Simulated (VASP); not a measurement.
# SnO2 (R-3m) in VASP: notebook

Aim: see how the results for SnO2 move with the level of theory and the settings. Levels: PBE, LDA. Tasks: relaxation of cell and atoms, single point.

All numbers are computed with VASP 6.6.1; they aren't measurements. Logs are shortened: lines on timing, memory, paths and dates and some standing lists are left out, and cuts for length are marked.

## (1) The cell of the first run

It takes space group R-3m (No. 166, trigonal). The conventional cell has a = 3.234 Å, b = 3.234 Å, c = 14.402 Å, α = 90.00°, β = 90.00°, γ = 120.00°. Within 2.8 Å of Sn (site symmetry -3m) lie 6 O at 2.13 Å. O (site symmetry 3m) has 3 Sn at 2.13 Å and 3 O at 2.76 Å within 2.8 Å.

## (2) Relaxation of cell and atoms, PBE

Contents of INCAR:

```
  PREC = Accurate
  ENCUT = 600
  EDIFF = 1E-6
  ISMEAR = -1
  SIGMA = 0.05
  LREAL = F
  LASPH = T
  NELM = 100
  ALGO = Normal
  ISIF = 3
  LWAVE = F
  LCHARG = F
  GGA = PE
  IBRION = 2
  NSW = 60
  EDIFFG = -0.01
```

Contents of KPOINTS:

```
Automatic mesh
0
Gamma
  10 10 10
```

Contents of POSCAR:

```
SnO2
1.0
    1.6170930752      0.9336291223      4.8005925840
   -1.6170930752      0.9336291223      4.8005925840
    0.0000000000     -1.8672582446      4.8005925840
Sn O
1 2
Direct
    0.5000000000      0.5000000000      0.5000000000
    0.7628300000      0.7628300000      0.7628300000
    0.2371700000      0.2371700000      0.2371700000
```

Potentials or basis: VASP PAW PBE potentials, release 64 (Sn_d, O).

Command:

```sh
> cat potpaw_PBE.64/Sn_d/POTCAR potpaw_PBE.64/O/POTCAR > POTCAR
> mpirun -np 1 vasp_std > vasp.out
```

OUTCAR:

```text
PREC = Accurate
   ENCUT = 600
   EDIFF = 1E-6
   ISMEAR = -1
   LREAL = F
   LASPH = T
   NELM = 100
   ISIF = 3
   GGA = PE
   IBRION = 2
   NSW = 60
   EDIFFG = -0.01

 ion  position               nearest neighbor table
   1  0.500  0.500  0.500-   3 2.13   3 2.13   2 2.13   2 2.13   3 2.13   2 2.13
   2  0.763  0.763  0.763-   1 2.13   1 2.13   1 2.13
   3  0.237  0.237  0.237-   1 2.13   1 2.13   1 2.13

  LATTYP: Found a trigonal (rhomboedric) cell.
 ALAT       =     5.1509554948
 COS(alpha) =     0.8028828391

  Lattice vectors:

 A1 = (   1.6170930752,   0.9336291223,   4.8005925840)
 A2 = (  -1.6170930752,   0.9336291223,   4.8005925840)
 A3 = (   0.0000000000,  -1.8672582446,   4.8005925840)

Analysis of symmetry for initial positions (statically):
=====================================================================
 Subroutine PRICEL returns:
 Original cell was already a primitive cell.

 Routine SETGRP: Setting up the symmetry group for a
 trigonal (rhombohedral) supercell.

 Subroutine GETGRP returns: Found 12 space group operations
 (whereof 12 operations were pure point group operations)
 out of a pool of 12 trial point group operations.

The static configuration has the point symmetry D_3d.

Analysis of symmetry for dynamics (positions and initial velocities):
=====================================================================
 Subroutine PRICEL returns:
 Original cell was already a primitive cell.

 Routine SETGRP: Setting up the symmetry group for a
 trigonal (rhombohedral) supercell.

 Subroutine GETGRP returns: Found 12 space group operations
 (whereof 12 operations were pure point group operations)
 out of a pool of 12 trial point group operations.

The dynamic configuration has the point symmetry D_3d.

 Subroutine INISYM returns: Found 12 space group operations
 (whereof 12 operations are pure point group operations),
 and found     1 'primitive' translations

----------------------------------------------------------------------------------------

                                     Primitive cell

  volume of cell :      43.4866

  direct lattice vectors                    reciprocal lattice vectors
     1.617093075  0.933629122  4.800592584     0.309196797  0.178514854  0.069435872
    -1.617093075  0.933629122  4.800592584    -0.309196797  0.178514854  0.069435872
     0.000000000 -1.867258245  4.800592584     0.000000000 -0.357029708  0.069435872

  length of vectors
     5.150955495  5.150955495  5.150955495     0.363719058  0.363719058  0.363719058

  position of ions in fractional coordinates (direct lattice)
     0.500000000  0.500000000  0.500000000
     0.762830000  0.762830000  0.762830000
     0.237170000  0.237170000  0.237170000

  ion indices of the primitive-cell ions
   primitive index   ion index
                 1           1
                 2           2
                 3           3

----------------------------------------------------------------------------------------

 KPOINTS: Automatic mesh

Automatic generation of k-mesh.
 Grid dimensions read from file:
 generate k-points for:   10   10   10

 Generating k-lattice:

  Cartesian coordinates                     Fractional coordinates (reciprocal lattice)
     0.030919680  0.017851485  0.006943587     0.100000000  0.000000000 -0.000000000
    -0.030919680  0.017851485  0.006943587     0.000000000  0.100000000 -0.000000000
     0.000000000 -0.035702971  0.006943587    -0.000000000 -0.000000000  0.100000000

  Length of vectors
     0.036371906  0.036371906  0.036371906

  Shift w.r.t. Gamma in fractional coordinates (k-lattice)
     0.000000000  0.000000000  0.000000000

 Subroutine IBZKPT returns following result:
 ===========================================

 Found    116 irreducible k-points:

 Following reciprocal coordinates:
            Coordinates               Weight
  0.000000  0.000000  0.000000      1.000000
  0.100000  0.000000  0.000000      6.000000
  0.200000  0.000000  0.000000      6.000000
  0.300000  0.000000 -0.000000      6.000000
  0.400000  0.000000 -0.000000      6.000000
  0.500000  0.000000  0.000000      3.000000
[... 16 lines left out ...]
  0.300000  0.300000  0.000000      6.000000
  0.400000  0.300000  0.000000     12.000000
 [... further k-points ...]
   k-points           NKPTS =    116   k-points in BZ     NKDIM =    116   number of bands    NBANDS=     17
   number of dos      NEDOS =    301   number of ions     NIONS =      3
   total plane-waves  NPLWV =  74088
   dimension x,y,z NGX =    42 NGY =   42 NGZ =   42
   dimension x,y,z NGXF=    84 NGYF=   84 NGZF=   84
   ions per type =               1   2
   NGX,Y,Z   is equivalent  to a cutoff of  13.56, 13.56, 13.56 a.u.
   NGXF,Y,Z  is equivalent  to a cutoff of  27.11, 27.11, 27.11 a.u.
 SYSTEM =  unknown system
   PREC   = accura    normal or accurate (medium, high low for compatibility)
   ISTART =      0    job   : 0-new  1-cont  2-samecut
   ICHARG =      2    charge: 1-file 2-atom 10-const
   ISPIN  =      1    spin polarized calculation?
   LNONCOLLINEAR =      F non collinear calculations
   LSORBIT =      F    spin-orbit coupling
   LASPH  =      T    aspherical Exc in radial PAW
   ENCUT  =  600.0 eV  44.10 Ry    6.64 a.u.  10.29 10.29 10.29*2*pi/ulx,y,z
   NELM   =    100;   NELMIN=  2; NELMDL= -5     # of ELM steps
   EDIFF  = 0.1E-05   stopping-criterion for ELM
   LREAL  =      F    real-space projection
   EDIFFG = -.1E-01   stopping-criterion for IOM
   NSW    =     60    number of steps for IOM
   IBRION =      2    ionic relax: 0-MD 1-quasi-New 2-CG
   NFREE  =      1    steps in history (QN), initial steepest desc. (CG)
   ISIF   =      3    stress and relaxation
   ISYM   =      2    0-nonsym 1-usesym 2-fastsym
   POTIM  = 0.5000    time-step for ionic-motion
   TEBEG  =    0.0;   TEEND  =   0.0 temperature during run
   PSTRESS=    0.0 pullay stress
   NELECT =      26.0000    total number of electrons
   NUPDOWN=      -1.0000    fix difference up-down
   EMIN   =  10.00;   EMAX   =-10.00  energy-range for DOS
   EFERMI =   0.00;   METHOD = LEGACY
   ISMEAR =    -1;   SIGMA  =   0.05  broadening in eV -4-tet -1-fermi 0-gaus
   EFERMI_NEDOS =   21; number of points for ismear=-14 and -15
   IALGO  =     38    algorithm
   IMIX   =      4    mixing-type and parameters
     AMIX     =   0.40;   BMIX     =  1.00
     AMIX_MAG =   1.60;   BMIX_MAG =  1.00
  volume/ion in A,a.u.               =      14.50        97.82
  Fermi-wavevector in a.u.,A,eV,Ry     =   1.379158  2.606231 25.879336  1.902078
  Thomas-Fermi vector in A             =   2.504154
   LORBIT       =      0    0 simple, 1 ext, 2 COOP (PROOUT), +10 PAW based schemes
   GGA     = PE    functional components
   LHFCALC =     F    Hartree Fock is set to
   AEXX    =    0.0000 exact exchange contribution
   IVDW    =     0    specifies the selected vdW correction
   LEPSILON=     F    determine dielectric tensor
   LRPA    =     F    only Hartree local field effects (RPA)
 conjugate gradient relaxation of ions
 non-spin polarized calculation
  energy-cutoff  :      600.00
  volume of cell :       43.49
 maximum number of plane-waves:      1468
 NGX is ok and might be reduce to    42
   NGX = 21   NGY = 21   NGZ = 21

--------------------------------------- Ionic step        1  -------------------------------------------

 number of electron      26.0000002 magnetization

 Free energy of the ion-electron system (eV)
  ---------------------------------------------------
  ext. energy  EPLUGINS =         0.00000000
  ---------------------------------------------------
  free energy    TOTEN  =       -18.20400661 eV

  energy without entropy =      -18.20400661  energy(sigma->0) =      -18.20400661

------------------------ aborting loop because EDIFF is reached ----------------------------------------

  FORCE on cell =-STRESS in cart. coord.  units (eV):
  Direction    XX          YY          ZZ          XY          YZ          ZX
  --------------------------------------------------------------------------------------
  -------------------------------------------------------------------------------------
  Total        0.0233739      0.0233739     -0.1905538      0.0000000     -0.0000000      0.0000000
  in kB        0.8611664      0.8611664     -7.0205759      0.0000000     -0.0000000      0.0000000
  external PRESSURE =      -1.7660811 kB  Pullay stress =       0.0000000 kB
[... 59 lines left out ...]
  energy  without entropy=      -18.2047168188  energy(sigma->0) =      -18.20471682

--------------------------------------- Ionic step        3  -------------------------------------------

 number of electron      26.0000004 magnetization

 E-fermi :   4.4298     XC(G=0): -10.0000

 val. band max:        3.3362497186   @ k =  -0.2000   0.2000   0.0000
 cond. band min:       5.2517407792   @ k =   0.0000   0.0000   0.0000
 fundamental gap:      1.9154910606
 Fermi energy:         4.4297912223

 k-point     1 :       0.0000    0.0000    0.0000
  band No.  band energies     occupation
      1     -16.6857      2.00000
      2     -16.4652      2.00000
      3     -16.4652      2.00000
      4     -16.2895      2.00000
      5     -16.2895      2.00000
      6     -14.6138      2.00000
[... 9 lines left out ...]
     16      14.3470      0.00000
     17      14.3470      0.00000
[... 531 lines left out ...]
  energy  without entropy=      -18.2048097526  energy(sigma->0) =      -18.20480975

--------------------------------------- Ionic step        5  -------------------------------------------

 number of electron      26.0000004 magnetization

 Free energy of the ion-electron system (eV)
  ---------------------------------------------------
  ext. energy  EPLUGINS =         0.00000000
  ---------------------------------------------------
  free energy    TOTEN  =       -18.20489965 eV

  energy without entropy =      -18.20489965  energy(sigma->0) =      -18.20489965

 E-fermi :   4.3840     XC(G=0):  -9.9916

 val. band max:        3.3235952124   @ k =  -0.2000   0.2000   0.0000
 cond. band min:       5.2140625964   @ k =   0.0000   0.0000   0.0000
 fundamental gap:      1.8904673840
 Fermi energy:         4.3839548646

 k-point     1 :       0.0000    0.0000    0.0000
  band No.  band energies     occupation
      1     -16.7026      2.00000
      2     -16.4827      2.00000
      3     -16.4827      2.00000
      4     -16.3100      2.00000
      5     -16.3100      2.00000
      6     -14.6168      2.00000
[... 9 lines left out ...]
     16      14.2983      0.00000
     17      14.2983      0.00000
[... 490 lines left out ...]
  FREE ENERGIE OF THE ION-ELECTRON SYSTEM (eV)
  ---------------------------------------------------
  free  energy   TOTEN  =       -18.2048996477 eV

  energy  without entropy=      -18.2048996474  energy(sigma->0) =      -18.20489965

 reached required accuracy - stopping structural energy minimisation
```

Wall time 8.3 min (1 thread of Intel Xeon Platinum 8375C at 2.90GHz (Ice Lake), shared host); peak memory 0.32 GiB.

What came out:

```yaml
Free_energy: -18.2049 eV
Relaxed_volume: 14.49 Å³/atom
Relaxed_cell: a = 5.134 Å, b = 5.134 Å, c = 5.134 Å, α = 36.79°, β = 36.79°, γ = 36.79°
Space_group_after_relaxing_to_0.1_Å: R-3m (No. 166)
Energy_gained_by_relaxing: 0.3 meV/atom
Ionic_steps: 5
Pressure_after_relaxing: 0.0 GPa
Largest_force_after_relaxing: 0.003 eV/Å
Band_gap_on_the_k_mesh: 1.89 eV (least direct gap 2.01 eV)
```

Forces in eV/Å, atoms in the order of the input:
```
Sn   0.000  0.000  0.000
O    0.000  0.000 -0.003
O    0.000  0.000  0.003
```

Step by step:
| step | energy change (eV) | largest force (eV/Å) | pressure (GPa) | volume (Å³) |
| --- | --- | --- | --- | --- |
| 1 | 0.0000 | 0.0847 | -0.18 | 43.49 |
| 2 | -0.0007 | 0.0020 | 0.36 | 43.39 |
| 3 | -0.0007 | 0.0080 | 0.34 | 43.38 |
| 4 | -0.0008 | 0.0002 | -0.26 | 43.53 |
| 5 | -0.0009 | 0.0033 | -0.03 | 43.46 |

Final structure:
```
Sn O
1.0
     1.61996    0.93528    4.78104
    -1.61996    0.93528    4.78104
     0.00000   -1.87056    4.78104
Sn O
1 2
Cartesian
  0.0000 0.0000 7.1716
  0.0000 0.0000 10.9465
  0.0000 0.0000 3.3966
```

Caveat: spin-orbit coupling is left out, which moves the levels of the heavy elements.

## (3) Single point, LDA

This run uses another cell than the first one, of 14.79 Å³/atom.

Contents of INCAR:

```
SYSTEM = SnO2
ALGO     = Normal         ! electronic algorithm
EDIFF    = 1E-7           ! SCF threshold, eV
ENCUT    = 520            ! plane-wave cutoff, eV
GGA      = CA             ! functional
ISIF     = 2              ! what is computed and relaxed
ISMEAR   = -1             ! smearing method
LASPH    = .TRUE.         ! aspherical terms in the spheres
LCHARG   = .TRUE.         ! write CHGCAR
LELF     = .TRUE.         ! ELF
LREAL    = .FALSE.        ! projectors in reciprocal space
LVHAR    = .TRUE.       
LWAVE    = .FALSE.        ! write WAVECAR
NBANDS   = 20             ! bands
NELM     = 60             ! most SCF steps
PREC     = Accurate       ! precision mode
SIGMA    = 0.05           ! smearing width, eV
```

Contents of KPOINTS:

```
k-points
0
G
  10 10 10
  0 0 0
```

Contents of POSCAR:

```
SnO2
1.0
    1.6278026130      0.9398122768      4.8323855144
   -1.6278026130      0.9398122768      4.8323855144
    0.0000000000     -1.8796245536      4.8323855144
Sn O
1 2
Direct
    0.5000000000      0.5000000000      0.5000000000
    0.7628300000      0.7628300000      0.7628300000
    0.2371700000      0.2371700000      0.2371700000
```

Potentials or basis: VASP PAW LDA potentials, release 64 (Sn_d, O).

Command:

```sh
> cat potpaw_LDA.64/Sn_d/POTCAR potpaw_LDA.64/O/POTCAR > POTCAR
> mpirun -np 1 vasp_std > vasp.out
```

Wall time 73 s (1 thread of Intel Xeon 6975P-C (Granite Rapids), shared host); peak memory 0.25 GiB.

It converged, with:

* Free energy: -20.3858 eV
* Pressure: -10.8 GPa
* Largest force: 0.806 eV/Å
* Band gap on the k mesh: 1.65 eV (least direct gap 1.76 eV)

Forces on the atoms (eV/Å):
```
Sn   0.000  0.000  0.000
O    0.000  0.000  0.806
O    0.000  0.000 -0.806
```

Stress tensor (GPa, compression positive):
```
-11.99   0.00   0.00
  0.00 -11.99   0.00
  0.00   0.00  -8.48
```

Levels at points of the mesh, in eV from the valence-band top:
```
           k point  band 10  band 11  band 12  band 13  band 14  band 15  band 16  band 17
(0.00, 0.00, 0.00)    -1.28    -0.91    -0.91    -0.11     1.65     5.40    10.56    10.56
(0.50, 0.00, 0.00)    -2.93    -1.45    -0.62    -0.56     4.95     7.37     9.62    11.96
(0.50, 0.50, 0.00)    -3.02    -1.13    -0.48    -0.03     4.68     6.57    10.27    10.86
(0.50, 0.50, 0.50)    -1.34    -1.27    -0.86    -0.86     2.91     5.34    10.73    10.73
```

Caveat: the cell stands under tension; spin-orbit coupling is left out, which moves the levels of the heavy elements.
